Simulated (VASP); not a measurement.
# Ga2SeS3 (P4/mmm) in VASP: further runs

Runs on Ga2SeS3. Level: PBE. Tasks: single point.

All numbers are computed with VASP 6.6.1; they aren't measurements. Logs are shortened: lines on timing, memory, paths and dates and some standing lists are left out, and cuts for length are marked.

## 1. The cell of the first run

It takes space group P4/mmm (No. 123, tetragonal). Conventional cell: a = 4.196 Å, b = 4.196 Å, c = 8.947 Å, α = 90.00°, β = 90.00°, γ = 90.00°. Within 3.0 Å of Ga (site symmetry 4mm) lie 1 Se at 2.24 Å. Within 3.0 Å of Se (site symmetry 4/mmm) lie 2 Ga at 2.24 Å. Within 2.8 Å of S (site symmetry mmm) lie 2 S at 2.10 Å. S (site symmetry 4/mmm) has 4 S at 2.10 Å within 2.8 Å.

## 2. Single point, PBE

File INCAR:

```
PREC = Accurate
ENCUT = 520
EDIFF = 1E-6
ISMEAR = 0
SIGMA = 0.1
LREAL = F
LASPH = T
NELM = 80
ALGO = Normal
ISIF = 2
LWAVE = F
LCHARG = F
GGA = PE
NBANDS = 34
```

File KPOINTS:

```
regular mesh
0
Gamma
  4 4 2
```

File POSCAR:

```
Ga2SeS3
1.0
    4.1963222400      0.0000000000      0.0000000000
    0.0000000000      4.1963222400      0.0000000000
    0.0000000000      0.0000000000      8.9473436800
Ga Se S
2 1 3
Direct
    0.5000000000      0.5000000000      0.7493738100
    0.5000000000      0.5000000000      0.2506261900
    0.5000000000      0.5000000000      0.0000000000
    0.5000000000      0.0000000000      0.5000000000
    0.0000000000      0.5000000000      0.5000000000
    0.0000000000      0.0000000000      0.5000000000
```

Potentials or basis: VASP PAW PBE potentials, release 64 (Ga_d, Se, S).

Run with:

```
$ cat potpaw_PBE.64/Ga_d/POTCAR potpaw_PBE.64/Se/POTCAR potpaw_PBE.64/S/POTCAR > POTCAR
$ mpirun -np 1 vasp_std > vasp.out
```

OUTCAR:

```text
PREC = Accurate
   ENCUT = 520
   EDIFF = 1E-6
   ISMEAR = 0
   LREAL = F
   LASPH = T
   NELM = 80
   ISIF = 2
   GGA = PE

 ion  position               nearest neighbor table
   1  0.500  0.500  0.749-   3 2.24
   2  0.500  0.500  0.251-   3 2.24
   3  0.500  0.500  0.000-   1 2.24   2 2.24
   4  0.500  0.000  0.500-   6 2.10   6 2.10
   5  0.000  0.500  0.500-   6 2.10   6 2.10
   6  0.000  0.000  0.500-   4 2.10   5 2.10   5 2.10   4 2.10

  LATTYP: Found a simple tetragonal cell.
 ALAT       =     4.1963222400
 C/A-ratio  =     2.1321869886

  Lattice vectors:

 A1 = (   4.1963222400,   0.0000000000,   0.0000000000)
 A2 = (   0.0000000000,   4.1963222400,   0.0000000000)
 A3 = (   0.0000000000,   0.0000000000,   8.9473436800)

Analysis of symmetry for initial positions (statically):
=====================================================================
 Subroutine PRICEL returns:
 Original cell was already a primitive cell.

 Routine SETGRP: Setting up the symmetry group for a
 simple tetragonal supercell.

 Subroutine GETGRP returns: Found 16 space group operations
 (whereof 16 operations were pure point group operations)
 out of a pool of 16 trial point group operations.

The static configuration has the point symmetry D_4h.

Analysis of symmetry for dynamics (positions and initial velocities):
=====================================================================
 Subroutine PRICEL returns:
 Original cell was already a primitive cell.

 Routine SETGRP: Setting up the symmetry group for a
 simple tetragonal supercell.

 Subroutine GETGRP returns: Found 16 space group operations
 (whereof 16 operations were pure point group operations)
 out of a pool of 16 trial point group operations.

The dynamic configuration has the point symmetry D_4h.

 Subroutine INISYM returns: Found 16 space group operations
 (whereof 16 operations are pure point group operations),
 and found     1 'primitive' translations

----------------------------------------------------------------------------------------

                                     Primitive cell

  volume of cell :     157.5549

  direct lattice vectors                    reciprocal lattice vectors
     4.196322240  0.000000000  0.000000000     0.238303911  0.000000000  0.000000000
     0.000000000  4.196322240  0.000000000     0.000000000  0.238303911  0.000000000
     0.000000000  0.000000000  8.947343680     0.000000000  0.000000000  0.111765015

  length of vectors
     4.196322240  4.196322240  8.947343680     0.238303911  0.238303911  0.111765015

  position of ions in fractional coordinates (direct lattice)
     0.500000000  0.500000000  0.749373810
     0.500000000  0.500000000  0.250626190
     0.500000000  0.500000000  0.000000000
     0.500000000  0.000000000  0.500000000
     0.000000000  0.500000000  0.500000000
     0.000000000  0.000000000  0.500000000

  ion indices of the primitive-cell ions
   primitive index   ion index
                 1           1
                 2           2
                 3           3
                 4           4
                 5           5
                 6           6

----------------------------------------------------------------------------------------

 KPOINTS: regular mesh

Automatic generation of k-mesh.
 Grid dimensions read from file:
 generate k-points for:    4    4    2

 Generating k-lattice:

  Cartesian coordinates                     Fractional coordinates (reciprocal lattice)
     0.059575978  0.000000000  0.000000000     0.250000000  0.000000000  0.000000000
     0.000000000  0.059575978  0.000000000     0.000000000  0.250000000  0.000000000
     0.000000000  0.000000000  0.055882507     0.000000000  0.000000000  0.500000000

  Length of vectors
     0.059575978  0.059575978  0.055882507

  Shift w.r.t. Gamma in fractional coordinates (k-lattice)
     0.000000000  0.000000000  0.000000000

 Subroutine IBZKPT returns following result:
 ===========================================

 Found     12 irreducible k-points:

 Following reciprocal coordinates:
            Coordinates               Weight
  0.000000  0.000000  0.000000      1.000000
  0.250000  0.000000  0.000000      4.000000
  0.500000  0.000000  0.000000      2.000000
  0.250000  0.250000  0.000000      4.000000
  0.500000  0.250000  0.000000      4.000000
  0.500000  0.500000  0.000000      1.000000
  0.000000  0.000000  0.500000      1.000000
  0.250000  0.000000  0.500000      4.000000
  0.500000  0.000000  0.500000      2.000000
  0.250000  0.250000  0.500000      4.000000
  0.500000  0.250000  0.500000      4.000000
  0.500000  0.500000  0.500000      1.000000
   k-points           NKPTS =     12   k-points in BZ     NKDIM =     12   number of bands    NBANDS=     34
   number of dos      NEDOS =    301   number of ions     NIONS =      6
   total plane-waves  NPLWV =  71680
   dimension x,y,z NGX =    32 NGY =   32 NGZ =   70
   dimension x,y,z NGXF=    64 NGYF=   64 NGZF=  140
   ions per type =               2   1   3
   NGX,Y,Z   is equivalent  to a cutoff of  12.68, 12.68, 13.01 a.u.
   NGXF,Y,Z  is equivalent  to a cutoff of  25.35, 25.35, 26.01 a.u.
 SYSTEM =  unknown system
   PREC   = accura    normal or accurate (medium, high low for compatibility)
   ISTART =      0    job   : 0-new  1-cont  2-samecut
   ICHARG =      2    charge: 1-file 2-atom 10-const
   ISPIN  =      1    spin polarized calculation?
   LNONCOLLINEAR =      F non collinear calculations
   LSORBIT =      F    spin-orbit coupling
   LASPH  =      T    aspherical Exc in radial PAW
   ENCUT  =  520.0 eV  38.22 Ry    6.18 a.u.   7.80  7.80 16.64*2*pi/ulx,y,z
   NELM   =     80;   NELMIN=  2; NELMDL= -5     # of ELM steps
   EDIFF  = 0.1E-05   stopping-criterion for ELM
   LREAL  =      F    real-space projection
   EDIFFG = 0.1E-04   stopping-criterion for IOM
   NSW    =      0    number of steps for IOM
   IBRION =     -1    ionic relax: 0-MD 1-quasi-New 2-CG
   NFREE  =      0    steps in history (QN), initial steepest desc. (CG)
   ISIF   =      2    stress and relaxation
   ISYM   =      2    0-nonsym 1-usesym 2-fastsym
   POTIM  = 0.5000    time-step for ionic-motion
   TEBEG  =    0.0;   TEEND  =   0.0 temperature during run
   PSTRESS=    0.0 pullay stress
   NELECT =      50.0000    total number of electrons
   NUPDOWN=      -1.0000    fix difference up-down
   EMIN   =  10.00;   EMAX   =-10.00  energy-range for DOS
   EFERMI =   0.00;   METHOD = LEGACY
   ISMEAR =     0;   SIGMA  =   0.10  broadening in eV -4-tet -1-fermi 0-gaus
   EFERMI_NEDOS =   21; number of points for ismear=-14 and -15
   IALGO  =     38    algorithm
   IMIX   =      4    mixing-type and parameters
     AMIX     =   0.40;   BMIX     =  1.00
     AMIX_MAG =   1.60;   BMIX_MAG =  1.00
  volume/ion in A,a.u.               =      26.26       177.21
  Fermi-wavevector in a.u.,A,eV,Ry     =   1.116660  2.110181 16.965502  1.246929
  Thomas-Fermi vector in A             =   2.253276
   LORBIT       =      0    0 simple, 1 ext, 2 COOP (PROOUT), +10 PAW based schemes
   GGA     = PE    functional components
   LHFCALC =     F    Hartree Fock is set to
   AEXX    =    0.0000 exact exchange contribution
   IVDW    =     0    specifies the selected vdW correction
   LEPSILON=     F    determine dielectric tensor
   LRPA    =     F    only Hartree local field effects (RPA)
 non-spin polarized calculation
 Gauss-broadening in eV      SIGMA  =   0.10
  energy-cutoff  :      520.00
  volume of cell :      157.55
 maximum number of plane-waves:      4276
 NGX is ok and might be reduce to    32
   NGX = 15   NGY = 15   NGZ = 33

 number of electron      49.9999988 magnetization

 Free energy of the ion-electron system (eV)
  ---------------------------------------------------
  ext. energy  EPLUGINS =         0.00000000
  ---------------------------------------------------
  free energy    TOTEN  =       -17.93771099 eV

  energy without entropy =      -17.90451149  energy(sigma->0) =      -17.92111124

 E-fermi :   2.6013     XC(G=0):  -8.3872

 val. band max:        2.5977423258   @ k =   0.5000   0.0000   0.0000
 cond. band min:       2.6368320195   @ k =   0.5000   0.0000   0.5000
 fundamental gap:      0.0390896937
 Fermi energy:         2.6013439659

 k-point     1 :       0.0000    0.0000    0.0000
  band No.  band energies     occupation
      1     -15.2302      2.00000
      2     -12.5274      2.00000
      3     -12.3037      2.00000
      4     -12.2322      2.00000
      5     -12.2270      2.00000
      6     -12.2147      2.00000
[... 26 lines left out ...]
     33       7.8261      0.00000
     34       8.9730      0.00000

 k-point     2 :       0.2500    0.0000    0.0000
  band No.  band energies     occupation
      1     -14.8813      2.00000
      2     -12.5251      2.00000
      3     -12.3027      2.00000
      4     -12.2297      2.00000
      5     -12.2226      2.00000
      6     -12.2164      2.00000
[... 26 lines left out ...]
     33       8.6323      0.00000
     34       9.0834      0.00000

 k-point     3 :       0.5000    0.0000    0.0000
  band No.  band energies     occupation
      1     -14.3572      2.00000
      2     -12.5317      2.00000
      3     -12.3018      2.00000
      4     -12.2323      2.00000
      5     -12.2181      2.00000
      6     -12.2181      2.00000
[... 26 lines left out ...]
     33       8.8284      0.00000
     34       9.0094      0.00000
[... 260 lines left out ...]
 k-point    11 :       0.5000    0.2500    0.5000
  band No.  band energies     occupation
      1     -13.9208      2.00000
      2     -12.5133      2.00000
      3     -12.3125      2.00000
      4     -12.2333      2.00000
      5     -12.2202      2.00000
      6     -12.2194      2.00000
[... 26 lines left out ...]
     33       8.2891      0.00000
     34       8.7560      0.00000

 k-point    12 :       0.5000    0.5000    0.5000
  band No.  band energies     occupation
      1     -13.0837      2.00000
      2     -12.5094      2.00000
      3     -12.3050      2.00000
      4     -12.2463      2.00000
      5     -12.2463      2.00000
      6     -12.2213      2.00000
[... 26 lines left out ...]
     33       6.9881      0.00000
     34       7.5885      0.00000

------------------------ aborting loop because EDIFF is reached ----------------------------------------

  FORCE on cell =-STRESS in cart. coord.  units (eV):
  Direction    XX          YY          ZZ          XY          YZ          ZX
  --------------------------------------------------------------------------------------
  -------------------------------------------------------------------------------------
  Total       13.1046019     13.1046019      2.6240983      0.0000000      0.0000000      0.0000000
  in kB      133.2608663    133.2608663     26.6844892      0.0000000      0.0000000      0.0000000
  external PRESSURE =      97.7354072 kB  Pullay stress =       0.0000000 kB

 VOLUME and BASIS-vectors are now :
 -----------------------------------------------------------------------------
  energy-cutoff  :      520.00
  volume of cell :      157.55
      direct lattice vectors                 reciprocal lattice vectors
     4.196322240  0.000000000  0.000000000     0.238303911  0.000000000  0.000000000
     0.000000000  4.196322240  0.000000000     0.000000000  0.238303911  0.000000000
     0.000000000  0.000000000  8.947343680     0.000000000  0.000000000  0.111765015

 POSITION                                       TOTAL-FORCE (eV/Angst)
 -----------------------------------------------------------------------------------
      2.09816      2.09816      6.70491        -0.000000     -0.000000     -2.812111
      2.09816      2.09816      2.24244         0.000000      0.000000      2.812111
      2.09816      2.09816      0.00000         0.000000      0.000000      0.000000
      2.09816      0.00000      4.47367         0.000000      0.000000      0.000000
      0.00000      2.09816      4.47367         0.000000      0.000000      0.000000
      0.00000      0.00000      4.47367         0.000000      0.000000      0.000000
 -----------------------------------------------------------------------------------
    total drift:                                0.000000     -0.000000      0.000000

  FREE ENERGIE OF THE ION-ELECTRON SYSTEM (eV)
  ---------------------------------------------------
  free  energy   TOTEN  =       -17.9377109936 eV

  energy  without entropy=      -17.9045114950  energy(sigma->0) =      -17.92111124
```

It took 39 s on 1 thread of Intel Xeon Platinum 8488C (Sapphire Rapids), shared host; peak memory 0.27 GiB.

Results:

```
Free energy            : -17.9377 eV
Pressure               : 9.8 GPa
Largest force          : 2.812 eV/Å
Band gap on the k mesh : zero (band 25 reaches 2.71 eV, above the bottom of band 26 at 2.45 eV)
```

Forces on the atoms (eV/Å):
```
Ga   0.000  0.000 -2.812
Ga   0.000  0.000  2.812
Se   0.000  0.000  0.000
S    0.000  0.000  0.000
S    0.000  0.000  0.000
S    0.000  0.000  0.000
```

Levels at points of the mesh, in eV from the Fermi level:
| k point | band 21 | band 22 | band 23 | band 24 | band 25 | band 26 | band 27 | band 28 | band 29 | band 30 |
| --- | --- | --- | --- | --- | --- | --- | --- | --- | --- | --- |
| (0.00, 0.00, 0.00) | -1.36 | -1.36 | -0.85 | -0.85 | -0.57 | 2.50 | 2.50 | 2.66 | 3.90 | 4.42 |
| (0.50, 0.00, 0.00) | -2.58 | -1.81 | -0.85 | -0.12 | 0.00 | 0.34 | 1.02 | 1.99 | 2.03 | 3.31 |
| (0.50, 0.50, 0.00) | -2.26 | -2.12 | -1.62 | -0.96 | -0.15 | -0.15 | 1.20 | 2.38 | 2.56 | 2.56 |
| (0.00, 0.00, 0.50) | -1.20 | -1.20 | -1.08 | -1.08 | -0.74 | 1.36 | 3.30 | 3.30 | 3.78 | 3.78 |
| (0.50, 0.00, 0.50) | -2.42 | -0.95 | -0.91 | -0.81 | -0.11 | 0.04 | 0.64 | 1.68 | 3.78 | 4.19 |
| (0.50, 0.50, 0.50) | -2.12 | -1.95 | -1.95 | -0.24 | -0.24 | 1.18 | 1.20 | 1.42 | 1.42 | 2.38 |

Caveat: the k points lie up to 0.37 Å⁻¹ apart; forces of over 1 eV/Å act on the atoms, so gaps and moduli don't describe the material at rest.

## 3. Single point, PBE

This run uses another cell than the first one, of 28.04 Å³/atom, 1.068 times its volume.

File INCAR:

```
ALGO = Normal
EDIFF = 1E-7
ENCUT = 520
GGA = PE
ISIF = 2
ISMEAR = 0
LASPH = True
LCHARG = False
LREAL = False
LWAVE = False
NBANDS = 34
NELM = 100
PREC = Accurate
SIGMA = 0.1
```

File KPOINTS:

```
k-points
0
Gamma
  4 4 2
```

File POSCAR:

```
Ga2SeS3
1.0
    4.7603342424      0.0000000000      0.0000000000
    0.0000000000      4.7603342424      0.0000000000
    0.0000000000      0.0000000000      7.4233474047
Ga Se S
2 1 3
Direct
    0.5000000000      0.5000000000      0.6847100812
    0.5000000000      0.5000000000      0.3152899188
    0.5000000000      0.5000000000      0.0000000000
    0.5000000000      0.0000000000      0.5000000000
    0.0000000000      0.5000000000      0.5000000000
    0.0000000000      0.0000000000      0.5000000000
```

Potentials or basis: VASP PAW PBE potentials, release 64 (Ga_d, Se, S).

Run with:

```
$ cat potpaw_PBE.64/Ga_d/POTCAR potpaw_PBE.64/Se/POTCAR potpaw_PBE.64/S/POTCAR > POTCAR
$ mpirun -np 1 vasp_std > vasp.out
```

Wall time 41 s (1 thread of Intel Xeon Platinum 8488C (Sapphire Rapids), shared host); peak memory 0.28 GiB.

Results (log left out):

```
Free energy            : -21.1378 eV
Pressure               : 0.2 GPa
Largest force          : 0.017 eV/Å
Band gap on the k mesh : zero (band 25 reaches 1.77 eV, above the bottom of band 26 at 0.87 eV)
```

Forces on the atoms (eV/Å):
```
Ga   0.000  0.000 -0.017
Ga   0.000  0.000  0.017
Se   0.000  0.000  0.000
S    0.000  0.000  0.000
S    0.000  0.000  0.000
S    0.000  0.000  0.000
```

Stress tensor (GPa, compression positive):
```
0.23 0.00 0.00
0.00 0.23 0.00
0.00 0.00 0.06
```

Levels at points of the mesh, in eV from the Fermi level:
```csv
k point,band 22,band 23,band 24,band 25,band 26,band 27,band 28,band 29
"(0.00, 0.00, 0.00)",-1.76,-0.30,-0.30,0.06,2.15,2.37,2.37,3.68
"(0.50, 0.00, 0.00)",-1.42,-0.87,-0.35,-0.25,1.01,2.12,2.81,3.80
"(0.50, 0.50, 0.00)",-1.11,-1.02,-0.83,-0.83,-0.02,0.72,0.80,3.73
"(0.00, 0.00, 0.50)",-1.76,-1.03,-0.59,-0.59,1.75,3.37,3.37,4.62
"(0.50, 0.00, 0.50)",-1.17,-0.91,-0.50,-0.23,-0.07,2.45,2.77,3.87
"(0.50, 0.50, 0.50)",-1.02,-0.90,-0.90,-0.62,-0.62,-0.02,2.57,2.57
```

Caveat: the k points lie up to 0.42 Å⁻¹ apart.
